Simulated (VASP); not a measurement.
# W16O (a cell with a defect) in VASP: further runs

Runs on W16O (a cell with a defect). Level: PBE. Tasks: single point.

All numbers are computed with VASP 6.6.1; they aren't measurements. Logs are shortened: lines on timing, memory, paths and dates and some standing lists are left out, and cuts for length are marked.

## (1) The cell of the first run

The cell holds a defect, 17 atoms: a = 6.320 Å, b = 6.320 Å, c = 6.320 Å, α = 90.00°, β = 90.00°, γ = 90.00°.

## (2) Single point, PBE

The input, INCAR:

```
SYSTEM = W16O
PREC = Accurate ; ENCUT = 520
EDIFF = 1E-6 ; ISMEAR = -1
SIGMA = 0.1 ; LREAL = Auto
LASPH = .TRUE. ; NELM = 60
ALGO = Normal ; ISIF = 2
LWAVE = .FALSE. ; LCHARG = .TRUE.
GGA = PE ; LELF = .TRUE.
LVHAR = .TRUE. ; NBANDS = 129
```

The input, KPOINTS:

```
regular mesh
0
G
  3 3 3
  0 0 0
```

The input, POSCAR:

```
W16O
1.0
    6.3200000000      0.0000000000      0.0000000000
    0.0000000000      6.3200000000      0.0000000000
    0.0000000000      0.0000000000      6.3200000000
W O
16 1
Direct
    0.0005799051     -0.0017591772      0.0052688291
    0.4986300633     -0.0017159810      0.0051447785
    0.0000232595      0.5004775316      0.0045110759
   -0.0001715190     -0.0002060127      0.5008219937
    0.2496085443      0.2461196203      0.2457162975
    0.4992795886      0.5004466772      0.0044335443
    0.4994656646     -0.0002227848      0.5008890823
    0.7495650316      0.2486693038      0.2470781646
    0.0305996835      0.5045606013      0.4888050633
    0.2496903481      0.7566943038      0.2435837025
    0.2495128165      0.2469284810      0.7533976266
    0.4684973101      0.5043643987      0.4889637658
    0.7495446203      0.7541422468      0.2449156646
    0.7496620253      0.2253131329      0.7693737342
    0.2495735759      0.7534625000      0.7523892405
    0.7496417722      0.7545515823      0.7527613924
    0.7495313291      0.4766357595      0.5908011076
```

Potentials or basis: VASP PAW PBE potentials, release 64 (W_sv, O).

Started as:

```bash
> cat potpaw_PBE.64/W_sv/POTCAR potpaw_PBE.64/O/POTCAR > POTCAR
> mpirun -np 1 vasp_std > vasp.out
```

OUTCAR:

```text
SYSTEM = W16O
   PREC = Accurate
   ENCUT = 520
   EDIFF = 1E-6
   ISMEAR = -1
   LREAL = Auto
   LASPH = .TRUE.
   NELM = 60
   ISIF = 2
   GGA = PE

 ion  position               nearest neighbor table
   1  0.001  0.998  0.005-  14 2.61  10 2.66  13 2.68   5 2.69   8 2.71  15 2.72  16 2.73  11 2.73
                             4 3.13   3 3.15   2 3.15   2 3.17   3 3.17   4 3.19
   2  0.499  0.998  0.005-  14 2.61  10 2.66  13 2.68   5 2.69   8 2.71  15 2.72  16 2.73  11 2.73
                             7 3.13   6 3.15   1 3.15   1 3.17   6 3.17   7 3.19
   3  0.000  0.500  0.005-  13 2.72   8 2.72  10 2.72   5 2.72  11 2.75  15 2.75  16 2.76  14 2.78
                             9 3.07   1 3.15   6 3.16   6 3.16   1 3.17   9 3.27
   4  1.000  1.000  0.501-  14 2.72  16 2.73  15 2.73  11 2.73  10 2.74   5 2.74  13 2.74   8 2.75
                             1 3.13   9 3.14   7 3.16   7 3.16   1 3.19   9 3.20
   5  0.250  0.246  0.246-  12 2.63   9 2.64   1 2.69   2 2.69   3 2.72   6 2.72   4 2.74   7 2.74
                            10 3.09  11 3.11   8 3.16   8 3.16  11 3.21  10 3.23
   6  0.499  0.500  0.004-  13 2.72   8 2.72  10 2.72   5 2.72  11 2.75  15 2.75  16 2.76  14 2.78
                            12 3.07   2 3.15   3 3.16   3 3.16   2 3.17  12 3.26
   7  0.499  1.000  0.501-  14 2.72  16 2.73  15 2.73  11 2.74  10 2.74   5 2.74  13 2.74   8 2.75
                             2 3.13  12 3.14   4 3.16   4 3.16   2 3.19  12 3.20
   8  0.750  0.249  0.247-  17 2.61   2 2.71   1 2.71   6 2.72   3 2.72   7 2.75   4 2.75  12 2.85
                             9 2.85  14 3.02  13 3.13   5 3.16   5 3.16  13 3.19  14 3.30
   9  0.031  0.505  0.489-  17 1.90  10 2.62   5 2.64  15 2.68  11 2.71  12 2.77  13 2.83   8 2.85
                            16 2.90   3 3.07  14 3.07   4 3.14   4 3.20   3 3.27
  10  0.250  0.757  0.244-   9 2.62  12 2.62   2 2.66   1 2.66   3 2.72   6 2.72   7 2.74   4 2.74
                             5 3.09  15 3.10  13 3.16  13 3.16  15 3.22   5 3.23
  11  0.250  0.247  0.753-  12 2.71   9 2.71   4 2.73   1 2.73   2 2.73   7 2.74   3 2.75   6 2.75
                             5 3.11  15 3.12  14 3.16  14 3.17  15 3.20   5 3.21
  12  0.468  0.504  0.489-  17 1.90  10 2.62   5 2.63  15 2.68  11 2.71   9 2.77  13 2.83   8 2.85
                            16 2.90  14 3.07   6 3.07   7 3.14   7 3.20   6 3.26
  13  0.750  0.754  0.245-   1 2.68   2 2.68   6 2.72   3 2.72   7 2.74   4 2.74   9 2.83  12 2.83
                            16 3.11   8 3.13  10 3.16  10 3.16   8 3.19  16 3.21
  14  0.750  0.225  0.769-  17 1.95   2 2.61   1 2.61   7 2.72   4 2.72   6 2.78   3 2.78  16 2.98
                             8 3.02  12 3.07   9 3.07  11 3.16  11 3.17   8 3.30  16 3.35
  15  0.250  0.753  0.752-  12 2.68   9 2.68   2 2.72   1 2.72   4 2.73   7 2.73   3 2.75   6 2.75
                            10 3.10  11 3.12  16 3.16  16 3.16  11 3.20  10 3.22
  16  0.750  0.755  0.753-  17 2.03   2 2.73   1 2.73   7 2.73   4 2.73   6 2.76   3 2.76   9 2.90
                            12 2.90  14 2.98  13 3.11  15 3.16  15 3.16  13 3.21  14 3.35
  17  0.750  0.477  0.591-  12 1.90   9 1.90  14 1.95  16 2.03   8 2.61

  LATTYP: Found a simple cubic cell.
 ALAT       =     6.3200000000

  Lattice vectors:

 A1 = (   6.3200000000,   0.0000000000,   0.0000000000)
[... 166 lines left out ...]
   IMIX   =      4    mixing-type and parameters
     AMIX     =   0.40;   BMIX     =  1.00
     AMIX_MAG =   1.60;   BMIX_MAG =  1.00
  volume/ion in A,a.u.               =      14.85       100.21
  Fermi-wavevector in a.u.,A,eV,Ry     =   1.587086  2.999157 34.270910  2.518841
  Thomas-Fermi vector in A             =   2.686297
   LORBIT       =      0    0 simple, 1 ext, 2 COOP (PROOUT), +10 PAW based schemes
   GGA     = PE    functional components
   LHFCALC =     F    Hartree Fock is set to
   AEXX    =    0.0000 exact exchange contribution
   IVDW    =     0    specifies the selected vdW correction
   LEPSILON=     F    determine dielectric tensor
   LRPA    =     F    only Hartree local field effects (RPA)
 non-spin polarized calculation
  energy-cutoff  :      520.00
  volume of cell :      252.44
 maximum number of plane-waves:      6859
   NGX = 23   NGY = 23   NGZ = 23

 number of electron     229.9999995 magnetization

 Free energy of the ion-electron system (eV)
  ---------------------------------------------------
  ext. energy  EPLUGINS =         0.00000000
  ---------------------------------------------------
  free energy    TOTEN  =      -210.59600692 eV

  energy without entropy =     -210.30743440  energy(sigma->0) =     -210.45172066

 E-fermi :  11.8458     XC(G=0): -13.7757

 val. band max:       11.7786024247   @ k =   0.0000   0.3333   0.3333
 cond. band min:      11.8561627284   @ k =   0.0000  -0.3333   0.3333
 fundamental gap:      0.0775603037
 Fermi energy:        11.8458150861

 k-point     1 :       0.0000    0.0000    0.0000
  band No.  band energies     occupation
      1     -62.4507      2.00000
      2     -62.4107      2.00000
      3     -62.3723      2.00000
      4     -62.3294      2.00000
      5     -62.2421      2.00000
      6     -62.2081      2.00000
[... 1809 lines left out ...]
    126      13.7703      0.00000
    127      13.8411      0.00000
 [bands above 127 left out]

------------------------ aborting loop because EDIFF is reached ----------------------------------------

  FORCE on cell =-STRESS in cart. coord.  units (eV):
  Direction    XX          YY          ZZ          XY          YZ          ZX
  --------------------------------------------------------------------------------------
  -------------------------------------------------------------------------------------
  Total       37.9605051     27.1912697     30.5941985      0.0038446     -3.2056327      0.0104909
  in kB      240.9302495    172.5793526    194.1772864      0.0244011    -20.3457219      0.0665843
  external PRESSURE =     202.5622962 kB  Pullay stress =       0.0000000 kB

 VOLUME and BASIS-vectors are now :
 -----------------------------------------------------------------------------
  energy-cutoff  :      520.00
  volume of cell :      252.44
      direct lattice vectors                 reciprocal lattice vectors
     6.320000000  0.000000000  0.000000000     0.158227848  0.000000000  0.000000000
     0.000000000  6.320000000  0.000000000     0.000000000  0.158227848  0.000000000
     0.000000000  0.000000000  6.320000000     0.000000000  0.000000000  0.158227848

 POSITION                                       TOTAL-FORCE (eV/Angst)
 -----------------------------------------------------------------------------------
      0.00367      6.30888      0.03330        -0.001495     -0.001310     -0.026999
      3.15134      6.30916      0.03252         0.001181     -0.003801     -0.014647
      0.00015      3.16302      0.02851        -0.016688     -0.037781     -0.019372
      6.31892      6.31870      3.16520        -0.001658      0.005021     -0.030181
      1.57753      1.55548      1.55293        -0.002074     -0.032279     -0.037040
      3.15545      3.16282      0.02802         0.009258     -0.034776     -0.010084
[... 9 lines left out ...]
      4.73774      4.76877      4.75745        -0.002248      0.231004      0.121986
      4.73704      3.01234      3.73386         0.019207      0.639328      0.696959
 -----------------------------------------------------------------------------------
    total drift:                                0.000223     -0.002890     -0.001238

  FREE ENERGIE OF THE ION-ELECTRON SYSTEM (eV)
  ---------------------------------------------------
  free  energy   TOTEN  =      -210.5960069245 eV

  energy  without entropy=     -210.3074343952  energy(sigma->0) =     -210.45172066
```

OSZICAR:

```text
N       E                     dE             d eps       ncg     rms          rms(c)
DAV:   1     0.361836417963E+04    0.36184E+04   -0.12976E+05  3620   0.214E+03
DAV:   2     0.114551931761E+03   -0.35038E+04   -0.34472E+04  3612   0.724E+02
DAV:   3    -0.200533881195E+03   -0.31509E+03   -0.30036E+03  4146   0.185E+02
DAV:   4    -0.220622594704E+03   -0.20089E+02   -0.19405E+02  4248   0.371E+01
DAV:   5    -0.221441549742E+03   -0.81896E+00   -0.80735E+00  4344   0.675E+00    0.917E+01
DAV:   6    -0.212658697132E+03    0.87829E+01   -0.23956E+01  4408   0.202E+01    0.384E+01
DAV:   7    -0.211111937563E+03    0.15468E+01   -0.12530E+01  4392   0.169E+01    0.626E+00
DAV:   8    -0.210653142883E+03    0.45879E+00   -0.43935E+00  4448   0.110E+01    0.252E+00
DAV:   9    -0.210608285120E+03    0.44858E-01   -0.47980E-01  4424   0.318E+00    0.160E+00
DAV:  10    -0.210599745842E+03    0.85393E-02   -0.92275E-02  4528   0.157E+00    0.490E-01
DAV:  11    -0.210596413829E+03    0.33320E-02   -0.29134E-02  4704   0.106E+00    0.169E-01
DAV:  12    -0.210596056617E+03    0.35721E-03   -0.46409E-03  4544   0.331E-01    0.972E-02
DAV:  13    -0.210596036198E+03    0.20419E-04   -0.75777E-04  4392   0.144E-01    0.717E-02
DAV:  14    -0.210596011862E+03    0.24335E-04   -0.18165E-04  4240   0.704E-02    0.319E-02
DAV:  15    -0.210596011033E+03    0.82935E-06   -0.22862E-05  3952   0.230E-02    0.105E-02
DAV:  16    -0.210596008551E+03    0.24821E-05   -0.36432E-06  2888   0.107E-02    0.477E-03
DAV:  17    -0.210596007195E+03    0.13560E-05   -0.98188E-07  2192   0.596E-03    0.260E-03
DAV:  18    -0.210596006924E+03    0.27012E-06   -0.39543E-07  2184   0.289E-03
   1 F= -.21059601E+03 E0= -.21045172E+03  d E =-.288573E+00
```

stdout:

```text
POSCAR found type information on POSCAR W O
 POSCAR found :  2 types and      17 ions
 scaLAPACK will be used
 LDA part: xc-table for (Slater+PW92), standard interpolation
 POSCAR, INCAR and KPOINTS ok, starting setup
 FFT: planning ... GRIDC
 FFT: planning ... GRID_SOFT
 FFT: planning ... GRID
 WAVECAR not read
 entering main loop
```

Run time: 19 min. Hardware: 1 thread of Intel Xeon 8259CL, shared host; peak memory 0.49 GiB.

What came out:

* Free energy: -210.5960 eV
* Pressure: 20.3 GPa
* Largest force: 0.946 eV/Å
* Band gap on the k mesh: zero (bands 115 and 116 overlap by 0.03 eV)

Forces in eV/Å, atoms in the order of the input:
```
W   -0.001 -0.001 -0.027
W    0.001 -0.004 -0.015
W   -0.017 -0.038 -0.019
W   -0.002  0.005 -0.030
W   -0.002 -0.032 -0.037
W    0.009 -0.035 -0.010
W   -0.005  0.005 -0.038
W    0.004 -0.090 -0.102
W    0.048 -0.147 -0.128
W   -0.006 -0.062 -0.017
W    0.007 -0.024 -0.049
W   -0.058 -0.137 -0.139
W    0.005 -0.083 -0.013
W   -0.004 -0.148 -0.106
W    0.003 -0.080 -0.088
W   -0.002  0.231  0.122
O    0.019  0.639  0.697
```

Stress tensor (GPa, compression positive):
```
24.09  0.00  0.01
 0.00 17.26 -2.03
 0.01 -2.03 19.42
```

Caveat: spin-orbit coupling is left out, which moves the levels of the heavy elements.

## (3) Single point, PBE

The input, INCAR:

```
  ALGO = Normal
  EDIFF = 1E-7
  ENCUT = 520
  GGA = PE
  ISIF = 2
  ISMEAR = -1
  LASPH = True
  LCHARG = True
  LELF = True
  LREAL = Auto
  LVHAR = True
  LWAVE = False
  NBANDS = 129
  NELM = 80
  PREC = Accurate
  SIGMA = 0.1
```

The input, KPOINTS:

```
k-points
0
Gamma
  3 3 3
```

The input, POSCAR:

```
W16O
1.0
    6.3200000000      0.0000000000      0.0000000000
    0.0000000000      6.3200000000      0.0000000000
    0.0000000000      0.0000000000      6.3200000000
W O
16 1
Direct
    0.0004443038     -0.0025107595      0.0045550633
    0.4986689873     -0.0024549051      0.0044493671
    0.0001582278      0.5003867089      0.0036450949
   -0.0001444620     -0.0011775316      0.5005740506
    0.2495517405      0.2456181962      0.2458591772
    0.4990587025      0.5003490506      0.0036037975
    0.4993561709     -0.0011835443      0.5006302215
    0.7495250000      0.2495197785      0.2490599684
    0.0331162975      0.5072998418      0.4898248418
    0.2496493671      0.7570696203      0.2430667722
    0.2494685127      0.2463251582      0.7539615506
    0.4658914557      0.5070814873      0.4900390823
    0.7494969937      0.7550303797      0.2446033228
    0.7496098101      0.2251352848      0.7731754747
    0.2495314873      0.7539047468      0.7536707278
    0.7495748418      0.7500227848      0.7508118671
    0.7495037975      0.4609606013      0.5736669304
```

Potentials or basis: VASP PAW PBE potentials, release 64 (W_sv, O).

Started as:

```bash
> cat potpaw_PBE.64/W_sv/POTCAR potpaw_PBE.64/O/POTCAR > POTCAR
> mpirun -np 1 vasp_std > vasp.out
```

Wall time 23 min (1 thread of AMD EPYC 7R43 (Zen 3), shared host); peak memory 0.44 GiB.

It converged, with:

* Free energy: -210.4669 eV
* Pressure: 20.2 GPa
* Largest force: 0.484 eV/Å
* Band gap on the k mesh: zero (bands 115 and 116 overlap by 0.06 eV)

Forces in eV/Å, atoms in the order of the input:
```
W   -0.009  0.008 -0.023
W    0.008  0.004 -0.014
W   -0.007 -0.013 -0.020
W   -0.006  0.015 -0.020
W   -0.001 -0.032 -0.010
W   -0.001 -0.008 -0.014
W    0.001  0.012 -0.026
W    0.004 -0.047 -0.043
W    0.146 -0.035 -0.087
W   -0.006 -0.029 -0.016
W    0.006 -0.024 -0.013
W   -0.155 -0.024 -0.098
W    0.005 -0.034 -0.013
W   -0.003 -0.137  0.052
W    0.002 -0.048 -0.036
W   -0.003  0.036  0.055
O    0.017  0.358  0.325
```

Stress tensor (GPa, compression positive):
```
25.30  0.00  0.00
 0.00 16.87 -3.25
 0.00 -3.25 18.28
```

Levels at points of the mesh, in eV from the Fermi level:
```tsv
k point	band 113	band 114	band 115	band 116	band 117	band 118
(0.00, 0.00, 0.00)	-0.44	-0.06	0.08	0.35	0.55	0.61
```

Caveat: spin-orbit coupling is left out, which moves the levels of the heavy elements.

The gap in the log of VASP goes by the Fermi energy; the results here count the filled bands.